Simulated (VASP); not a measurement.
# Eu3Si (Pm-3m) in VASP: a series of runs, part 2 of 2

VASP 6.6.1. Earlier steps stand in the parts before.

## 3. Single point, PBE+U, collinear spin (30.01 Å³/atom)

This run uses another cell than the first one, of 30.01 Å³/atom.

Contents of INCAR:

```
PREC = Accurate
ENCUT = 520
EDIFF = 1E-6
ISMEAR = 0
SIGMA = 0.05
LREAL = F
LASPH = T
NELM = 150
ALGO = Normal
ISIF = 2
LWAVE = F
LCHARG = F
ISPIN = 2
MAGMOM = 7.8 7.8 7.8 -0.19
LORBIT = 11
LMAXMIX = 6
LDAU = T
LDAUTYPE = 2
LDAUL = 3 -1
LDAUU = 6 0
LDAUJ = 0 0
LDAUPRINT = 1
GGA = PE
NBANDS = 40
```

Contents of KPOINTS:

```
regular mesh
0
Gamma
  6 6 6
```

Contents of POSCAR:

```
Eu3Si
1.0
    4.9330373998      0.0000000000      0.0000000000
    0.0000000000      4.9330373998      0.0000000000
    0.0000000000      0.0000000000      4.9330373998
Eu Si
3 1
Direct
    0.0000000000      0.5000000000      0.5000000000
    0.5000000000      0.5000000000      0.0000000000
    0.5000000000      0.0000000000      0.5000000000
    0.0000000000      0.0000000000      0.0000000000
```

Potentials or basis: VASP PAW PBE potentials, release 64 (Eu, Si).

Launch:

```console
$ cat potpaw_PBE.64/Eu/POTCAR potpaw_PBE.64/Si/POTCAR > POTCAR
$ mpirun -np 1 vasp_std > vasp.out
```

OUTCAR:

```text
PREC = Accurate
   ENCUT = 520
   EDIFF = 1E-6
   ISMEAR = 0
   LREAL = F
   LASPH = T
   NELM = 150
   ISIF = 2
   ISPIN = 2
   LORBIT = 11
   GGA = PE

 ion  position               nearest neighbor table
   1  0.000  0.500  0.500-   2 3.49   3 3.49   2 3.49   3 3.49   2 3.49   3 3.49   2 3.49   3 3.49

   2  0.500  0.500  0.000-   1 3.49   3 3.49   1 3.49   3 3.49   3 3.49   3 3.49   1 3.49   1 3.49

   3  0.500  0.000  0.500-   1 3.49   2 3.49   2 3.49   1 3.49   2 3.49   2 3.49   1 3.49   1 3.49

   4  0.000  0.000  0.000-

  LATTYP: Found a simple cubic cell.
 ALAT       =     4.9330373998

  Lattice vectors:

 A1 = (   4.9330373998,   0.0000000000,   0.0000000000)
 A2 = (   0.0000000000,   4.9330373998,   0.0000000000)
 A3 = (   0.0000000000,   0.0000000000,   4.9330373998)
[... 2008 lines left out ...]

------------------------ aborting loop because EDIFF is reached ----------------------------------------

  FORCE on cell =-STRESS in cart. coord.  units (eV):
  Direction    XX          YY          ZZ          XY          YZ          ZX
  --------------------------------------------------------------------------------------
  -------------------------------------------------------------------------------------
  Total        0.8526528      0.8526528      0.8526528      0.0000000      0.0000000     -0.0000000
  in kB       11.3799292     11.3799292     11.3799292      0.0000000      0.0000000     -0.0000000
  external PRESSURE =      11.3799292 kB  Pullay stress =       0.0000000 kB

 VOLUME and BASIS-vectors are now :
 -----------------------------------------------------------------------------
  energy-cutoff  :      520.00
  volume of cell :      120.04
      direct lattice vectors                 reciprocal lattice vectors
     4.933037400  0.000000000  0.000000000     0.202714863  0.000000000  0.000000000
     0.000000000  4.933037400  0.000000000     0.000000000  0.202714863  0.000000000
     0.000000000  0.000000000  4.933037400     0.000000000  0.000000000  0.202714863

 POSITION                                       TOTAL-FORCE (eV/Angst)
 -----------------------------------------------------------------------------------
      0.00000      2.46652      2.46652         0.000000      0.000000      0.000000
      2.46652      2.46652      0.00000         0.000000      0.000000      0.000000
      2.46652      0.00000      2.46652         0.000000      0.000000      0.000000
      0.00000      0.00000      0.00000         0.000000      0.000000      0.000000
 -----------------------------------------------------------------------------------
    total drift:                               -0.000000     -0.000000     -0.000000

  FREE ENERGIE OF THE ION-ELECTRON SYSTEM (eV)
  ---------------------------------------------------
  free  energy   TOTEN  =       -38.2043591026 eV

  energy  without entropy=      -38.2015823344  energy(sigma->0) =      -38.20297072

 total charge

# of ion       s       p       d       f       tot
--------------------------------------------------
    1        2.068   5.741   0.334   6.795  14.939
    2        2.068   5.741   0.334   6.795  14.939
    3        2.068   5.741   0.334   6.795  14.939
    4        0.766   0.802   0.000   0.000   1.568
--------------------------------------------------
tot          6.971  18.027   1.001  20.386  46.385

 magnetization (x)

# of ion       s       p       d       f       tot
--------------------------------------------------
    1        0.003  -0.103   0.117   6.789   6.805
    2        0.003  -0.103   0.117   6.789   6.805
    3        0.003  -0.103   0.117   6.789   6.805
    4       -0.016  -0.076   0.000   0.000  -0.091
--------------------------------------------------
tot         -0.008  -0.386   0.352  20.366  20.325
```

stdout:

```text
POSCAR found type information on POSCAR EuSi
 POSCAR found :  2 types and       4 ions
 scaLAPACK will be used
 LDA part: xc-table for (Slater+PW92), standard interpolation
 POSCAR, INCAR and KPOINTS ok, starting setup
 FFT: planning ... GRIDC
[... 17 lines left out ...]
|     is unoccupied at all k-points. It is always recommended to include      |
|     a few unoccupied bands to accelerate the convergence of                 |
|     molecular-dynamics runs (even for insulators or semiconductors),        |
|     since the presence of unoccupied bands improves wavefunction            |
|     prediction and helps to suppress 'band-crossings'.                      |
|                                                                             |
 -----------------------------------------------------------------------------
```

It took 7 min on 1 thread of Intel Xeon Platinum 8488C (Sapphire Rapids), shared host; peak memory 0.38 GiB.

What came out:

| Item | Value |
| --- | --- |
| Free energy | -38.2044 eV |
| Pressure | 1.1 GPa |
| Net moment | 21.70 μB per cell |
| Site moments | Eu +6.80; Si -0.09 μB |
| Valence electrons inside the program's atomic spheres | Eu 14.94; Si 1.57 |

Eigenvalues of the final occupation matrices:
```
    site  spin  trace                         eigenvalues
site 1 f     1   6.80  0.97 0.97 0.97 0.97 0.97 0.97 0.97
site 1 f     2   0.00  0.00 0.00 0.00 0.00 0.00 0.00 0.00
site 2 f     1   6.80  0.97 0.97 0.97 0.97 0.97 0.97 0.97
site 2 f     2   0.00  0.00 0.00 0.00 0.00 0.00 0.00 0.00
site 3 f     1   6.80  0.97 0.97 0.97 0.97 0.97 0.97 0.97
site 3 f     2   0.00  0.00 0.00 0.00 0.00 0.00 0.00 0.00
```

Caveat: the highest band is partly filled, so the run has too few bands; spin-orbit coupling is left out, which moves the levels of the heavy elements.
